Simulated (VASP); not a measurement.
# Rb (Im-3m) in VASP: notebook

The runs below take Rb through single point, relaxation of volume and atoms at fixed shape, with LDA.

Everything below comes from runs of VASP 6.6.1. Logs are shortened: lines on timing, memory, paths and dates and some standing lists are left out, and cuts for length are marked.

## 1. The cell of the first run

Symmetry: Im-3m, No. 229, cubic system. Conventional cell: a = 5.392 Å, b = 5.392 Å, c = 5.392 Å, α = 90.00°, β = 90.00°, γ = 90.00°.

## 2. Single point, LDA

Contents of INCAR:

```
PREC = Accurate
ENCUT = 520
EDIFF = 1E-6
ISMEAR = -1
SIGMA = 0.1
LREAL = False
LASPH = True
NELM = 60
ALGO = Normal
ISIF = 2
LWAVE = False
LCHARG = False
NBANDS = 10
```

Contents of KPOINTS:

```
Automatic mesh
0
Gamma
  6 6 6
```

Contents of POSCAR:

```
Rb
1.0
   -2.6958574610      2.6958574610      2.6958574610
    2.6958574610     -2.6958574610      2.6958574610
    2.6958574610      2.6958574610     -2.6958574610
Rb
1
Direct
    0.0000000000      0.0000000000      0.0000000000
```

Potentials or basis: VASP PAW LDA potentials, release 64 (Rb_sv).

Launch:

```bash
cat potpaw_LDA.64/Rb_sv/POTCAR > POTCAR
mpirun -np 1 vasp_std > vasp.out
```

OUTCAR:

```text
PREC = Accurate
   ENCUT = 520
   EDIFF = 1E-6
   ISMEAR = -1
   LREAL = False
   LASPH = True
   NELM = 60
   ISIF = 2

 ion  position               nearest neighbor table
   1  0.000  0.000  0.000-

  LATTYP: Found a body centered cubic cell.
 ALAT       =     5.3917149220

  Lattice vectors:

 A1 = (  -2.6958574610,   2.6958574610,   2.6958574610)
 A2 = (   2.6958574610,  -2.6958574610,   2.6958574610)
 A3 = (   2.6958574610,   2.6958574610,  -2.6958574610)

Analysis of symmetry for initial positions (statically):
=====================================================================
 Subroutine PRICEL returns:
 Original cell was already a primitive cell.

 Routine SETGRP: Setting up the symmetry group for a
 body centered cubic supercell.

 Subroutine GETGRP returns: Found 48 space group operations
 (whereof 48 operations were pure point group operations)
 out of a pool of 48 trial point group operations.

The static configuration has the point symmetry O_h .

Analysis of symmetry for dynamics (positions and initial velocities):
=====================================================================
 Subroutine PRICEL returns:
 Original cell was already a primitive cell.

 Routine SETGRP: Setting up the symmetry group for a
 body centered cubic supercell.

 Subroutine GETGRP returns: Found 48 space group operations
 (whereof 48 operations were pure point group operations)
 out of a pool of 48 trial point group operations.

The dynamic configuration has the point symmetry O_h .

 Subroutine INISYM returns: Found 48 space group operations
 (whereof 48 operations are pure point group operations),
 and found     1 'primitive' translations

----------------------------------------------------------------------------------------

                                     Primitive cell

  volume of cell :      78.3702

  direct lattice vectors                    reciprocal lattice vectors
    -2.695857461  2.695857461  2.695857461     0.000000000  0.185469747  0.185469747
     2.695857461 -2.695857461  2.695857461     0.185469747  0.000000000  0.185469747
     2.695857461  2.695857461 -2.695857461     0.185469747  0.185469747  0.000000000

  length of vectors
     4.669362092  4.669362092  4.669362092     0.262293831  0.262293831  0.262293831

  position of ions in fractional coordinates (direct lattice)
     0.000000000  0.000000000  0.000000000

  ion indices of the primitive-cell ions
   primitive index   ion index
                 1           1

----------------------------------------------------------------------------------------

 KPOINTS: Automatic mesh

Automatic generation of k-mesh.
 Grid dimensions read from file:
 generate k-points for:    6    6    6

 Generating k-lattice:

  Cartesian coordinates                     Fractional coordinates (reciprocal lattice)
     0.000000000  0.030911624  0.030911624     0.166666667  0.000000000  0.000000000
     0.030911624  0.000000000  0.030911624     0.000000000  0.166666667  0.000000000
     0.030911624  0.030911624  0.000000000     0.000000000  0.000000000  0.166666667

  Length of vectors
     0.043715638  0.043715638  0.043715638

  Shift w.r.t. Gamma in fractional coordinates (k-lattice)
     0.000000000  0.000000000  0.000000000

 Subroutine IBZKPT returns following result:
 ===========================================

 Found     16 irreducible k-points:

 Following reciprocal coordinates:
            Coordinates               Weight
  0.000000  0.000000  0.000000      1.000000
  0.166667  0.000000  0.000000     12.000000
  0.333333  0.000000  0.000000     12.000000
  0.500000  0.000000  0.000000      6.000000
  0.166667  0.166667  0.000000     24.000000
  0.333333  0.166667  0.000000     48.000000
[... 8 lines left out ...]
  0.500000  0.500000  0.333333     12.000000
  0.500000  0.500000  0.500000      1.000000
   k-points           NKPTS =     16   k-points in BZ     NKDIM =     16   number of bands    NBANDS=     10
   number of dos      NEDOS =    301   number of ions     NIONS =      1
   total plane-waves  NPLWV =  46656
   dimension x,y,z NGX =    36 NGY =   36 NGZ =   36
   dimension x,y,z NGXF=    72 NGYF=   72 NGZF=   72
   ions per type =               1
   NGX,Y,Z   is equivalent  to a cutoff of  12.82, 12.82, 12.82 a.u.
   NGXF,Y,Z  is equivalent  to a cutoff of  25.63, 25.63, 25.63 a.u.
 SYSTEM =  unknown system
   PREC   = accura    normal or accurate (medium, high low for compatibility)
   ISTART =      0    job   : 0-new  1-cont  2-samecut
   ICHARG =      2    charge: 1-file 2-atom 10-const
   ISPIN  =      1    spin polarized calculation?
   LNONCOLLINEAR =      F non collinear calculations
   LSORBIT =      F    spin-orbit coupling
   LASPH  =      T    aspherical Exc in radial PAW
   ENCUT  =  520.0 eV  38.22 Ry    6.18 a.u.   8.68  8.68  8.68*2*pi/ulx,y,z
   NELM   =     60;   NELMIN=  2; NELMDL= -5     # of ELM steps
   EDIFF  = 0.1E-05   stopping-criterion for ELM
   LREAL  =      F    real-space projection
   EDIFFG = 0.1E-04   stopping-criterion for IOM
   NSW    =      0    number of steps for IOM
   IBRION =     -1    ionic relax: 0-MD 1-quasi-New 2-CG
   NFREE  =      0    steps in history (QN), initial steepest desc. (CG)
   ISIF   =      2    stress and relaxation
   ISYM   =      2    0-nonsym 1-usesym 2-fastsym
   POTIM  = 0.5000    time-step for ionic-motion
   TEBEG  =    0.0;   TEEND  =   0.0 temperature during run
   PSTRESS=    0.0 pullay stress
   NELECT =       9.0000    total number of electrons
   NUPDOWN=      -1.0000    fix difference up-down
   EMIN   =  10.00;   EMAX   =-10.00  energy-range for DOS
   EFERMI =   0.00;   METHOD = LEGACY
   ISMEAR =    -1;   SIGMA  =   0.10  broadening in eV -4-tet -1-fermi 0-gaus
   EFERMI_NEDOS =   21; number of points for ismear=-14 and -15
   IALGO  =     38    algorithm
   IMIX   =      4    mixing-type and parameters
     AMIX     =   0.40;   BMIX     =  1.00
     AMIX_MAG =   1.60;   BMIX_MAG =  1.00
  volume/ion in A,a.u.               =      78.37       528.87
  Fermi-wavevector in a.u.,A,eV,Ry     =   0.795742  1.503734  8.615273  0.633205
  Thomas-Fermi vector in A             =   1.902129
   LORBIT       =      0    0 simple, 1 ext, 2 COOP (PROOUT), +10 PAW based schemes
   GGA     = CA    functional components
   LHFCALC =     F    Hartree Fock is set to
   AEXX    =    0.0000 exact exchange contribution
   IVDW    =     0    specifies the selected vdW correction
   LEPSILON=     F    determine dielectric tensor
   LRPA    =     F    only Hartree local field effects (RPA)
 non-spin polarized calculation
  energy-cutoff  :      520.00
  volume of cell :       78.37
 maximum number of plane-waves:      2130
   NGX = 17   NGY = 17   NGZ = 17

 number of electron       9.0000000 magnetization

 Free energy of the ion-electron system (eV)
  ---------------------------------------------------
  ext. energy  EPLUGINS =         0.00000000
  ---------------------------------------------------
  free energy    TOTEN  =        -1.06717242 eV

  energy without entropy =       -1.02860299  energy(sigma->0) =       -1.04788770

 E-fermi :   0.1366     XC(G=0):  -6.0718

 val. band max:       -0.0598961881   @ k =   0.1667   0.1667   0.1667
 cond. band min:       0.1641733653   @ k =   0.3333   0.1667   0.0000
 fundamental gap:      0.2240695534
 Fermi energy:         0.1365639016

 k-point     1 :       0.0000    0.0000    0.0000
  band No.  band energies     occupation
      1     -28.5836      2.00000
      2     -12.6640      2.00000
      3     -12.6640      2.00000
      4     -12.6640      2.00000
      5      -2.0524      2.00000
      6       3.8468      0.00000
      7       3.8468      0.00000
      8       3.8468      0.00000
      9       4.9376      0.00000
     10       4.9376      0.00000

 k-point     2 :       0.1667    0.0000    0.0000
  band No.  band energies     occupation
      1     -28.5814      2.00000
      2     -12.7064      2.00000
      3     -12.6775      2.00000
      4     -12.6641      2.00000
      5      -1.6792      2.00000
      6       3.2782      0.00000
      7       3.4468      0.00000
      8       4.2088      0.00000
      9       4.6399      0.00000
     10       4.8659      0.00000

 k-point     3 :       0.3333    0.0000    0.0000
  band No.  band energies     occupation
      1     -28.5769      2.00000
      2     -12.7886      2.00000
      3     -12.7043      2.00000
      4     -12.6644      2.00000
      5      -0.6870      1.99947
      6       2.0379      0.00000
      7       2.8938      0.00000
      8       4.7978      0.00000
      9       5.0146      0.00000
     10       5.2470      0.00000

 k-point     4 :       0.5000    0.0000    0.0000
  band No.  band energies     occupation
      1     -28.5747      2.00000
      2     -12.8284      2.00000
      3     -12.7176      2.00000
      4     -12.6645      2.00000
      5       0.2985      0.33047
      6       1.1008      0.00013
      7       2.6793      0.00000
      8       4.6087      0.00000
      9       5.5891      0.00000
     10       5.7847      0.00000
[... 118 lines left out ...]
 k-point    14 :      -0.3333    0.3333    0.3333
  band No.  band energies     occupation
      1     -28.5714      2.00000
      2     -12.7722      2.00000
      3     -12.7495      2.00000
      4     -12.7495      2.00000
      5       0.4341      0.09709
      6       1.8247      0.00000
      7       3.3969      0.00000
      8       3.3969      0.00000
      9       3.7892      0.00000
     10       5.4963      0.00000

 k-point    15 :       0.5000    0.5000    0.3333
  band No.  band energies     occupation
      1     -28.5696      2.00000
      2     -12.7920      2.00000
      3     -12.7644      2.00000
      4     -12.7516      2.00000
      5       1.2188      0.00004
      6       1.3140      0.00002
      7       2.9125      0.00000
      8       3.4748      0.00000
      9       4.2341      0.00000
     10       6.2154      0.00000

 k-point    16 :       0.5000    0.5000    0.5000
  band No.  band energies     occupation
      1     -28.5678      2.00000
      2     -12.7797      2.00000
      3     -12.7797      2.00000
      4     -12.7797      2.00000
      5       1.2972      0.00002
      6       1.2972      0.00002
      7       3.7929      0.00000
      8       3.7929      0.00000
      9       3.7929      0.00000
     10       5.5994      0.00000

------------------------ aborting loop because EDIFF is reached ----------------------------------------

  FORCE on cell =-STRESS in cart. coord.  units (eV):
  Direction    XX          YY          ZZ          XY          YZ          ZX
  --------------------------------------------------------------------------------------
  -------------------------------------------------------------------------------------
  Total       -0.0084999     -0.0084999     -0.0084999     -0.0000000     -0.0000000      0.0000000
  in kB       -0.1737705     -0.1737705     -0.1737705     -0.0000000     -0.0000000      0.0000000
  external PRESSURE =      -0.1737705 kB  Pullay stress =       0.0000000 kB

 VOLUME and BASIS-vectors are now :
 -----------------------------------------------------------------------------
  energy-cutoff  :      520.00
  volume of cell :       78.37
      direct lattice vectors                 reciprocal lattice vectors
    -2.695857461  2.695857461  2.695857461     0.000000000  0.185469747  0.185469747
     2.695857461 -2.695857461  2.695857461     0.185469747  0.000000000  0.185469747
     2.695857461  2.695857461 -2.695857461     0.185469747  0.185469747  0.000000000

 POSITION                                       TOTAL-FORCE (eV/Angst)
 -----------------------------------------------------------------------------------
      0.00000      0.00000      0.00000         0.000000     -0.000000     -0.000000
 -----------------------------------------------------------------------------------
    total drift:                               -0.000000      0.000000      0.000000

  FREE ENERGIE OF THE ION-ELECTRON SYSTEM (eV)
  ---------------------------------------------------
  free  energy   TOTEN  =        -1.0671724198 eV

  energy  without entropy=       -1.0286029887  energy(sigma->0) =       -1.04788770
```

Wall time 5.8 s (1 thread of Intel Xeon Platinum 8488C (Sapphire Rapids), shared host); peak memory 0.16 GiB.

What came out:

```
Free energy : -1.0672 eV
Pressure    : 0.0 GPa
```

## 3. Relaxation of volume and atoms at fixed shape, LDA

This run uses another cell than the first one, of 88.04 Å³/atom, 1.123 times its volume.

Contents of INCAR:

```
SYSTEM = Rb
  PREC = Accurate
  ENCUT = 600
  EDIFF = 1E-6
  ISMEAR = -1
  SIGMA = 0.1
  LREAL = .FALSE.
  LASPH = .TRUE.
  NELM = 60
  ALGO = Normal
  ISIF = 8
  LWAVE = .FALSE.
  LCHARG = .FALSE.
  GGA = CA
  IBRION = 2
  NSW = 60
  EDIFFG = -0.02
```

Contents of KPOINTS:

```
regular mesh
0
G
  6 6 6
  0 0 0
```

Contents of POSCAR:

```
Rb
1.0
   -2.8025000000      2.8025000000      2.8025000000
    2.8025000000     -2.8025000000      2.8025000000
    2.8025000000      2.8025000000     -2.8025000000
Rb
1
Direct
    0.0000000000      0.0000000000      0.0000000000
```

Potentials or basis: VASP PAW LDA potentials, release 64 (Rb_sv).

Launch:

```bash
cat potpaw_LDA.64/Rb_sv/POTCAR > POTCAR
mpirun -np 1 vasp_std > vasp.out
```

Wall time 22 s (1 thread of Intel Xeon Platinum 8488C (Sapphire Rapids), shared host); peak memory 0.2 GiB.

The run converged. Its results:

```
Free energy                            : -1.0672 eV
Relaxed volume                         : 78.65 Å³/atom
Relaxed cell                           : a = 4.675 Å, b = 4.675 Å, c = 4.675 Å, α = 109.47°, β = 109.47°, γ = 109.47°
Space group after relaxing (to 0.05 Å) : Im-3m (No. 229)
Energy gained by relaxing              : 11.5 meV/atom
Ionic steps                            : 4
Pressure after relaxing                : 0.0 GPa
```

Step by step:
| step | energy change (eV) | largest force (eV/Å) | pressure (GPa) | volume (Å³) |
| --- | --- | --- | --- | --- |
| 1 | 0.0000 | 0.0000 | -0.34 | 88.04 |
| 2 | -0.0044 | 0.0000 | -0.27 | 85.71 |
| 3 | -0.0110 | 0.0000 | -0.06 | 80.00 |
| 4 | -0.0115 | 0.0000 | -0.03 | 78.65 |

Final structure:
```cif
data_structure
_symmetry_space_group_name_H-M 'P 1'
_symmetry_Int_Tables_number 1
_cell_length_a 4.6750
_cell_length_b 4.6750
_cell_length_c 4.6750
_cell_angle_alpha 109.471
_cell_angle_beta 109.471
_cell_angle_gamma 109.471
_cell_volume 78.65
loop_
_atom_site_label
_atom_site_type_symbol
_atom_site_fract_x
_atom_site_fract_y
_atom_site_fract_z
_atom_site_occupancy
Rb1 Rb 0.00000 0.00000 0.00000 1
```

Levels at points of the mesh, in eV from the Fermi level:
```
           k point  band 1  band 2  band 3  band 4  band 5  band 6  band 7  band 8
(0.00, 0.00, 0.00)  -28.72  -12.80  -12.80  -12.80   -2.18    3.71    3.71    3.71
(0.50, 0.00, 0.00)  -28.71  -12.96  -12.86  -12.80    0.16    0.96    2.54    4.46
(0.50, 0.50, 0.50)  -28.71  -12.92  -12.92  -12.92    1.16    1.16    3.65    3.65
```

Caveat: the volume moved by -11 % from the deposited cell, more than functionals usually miss.
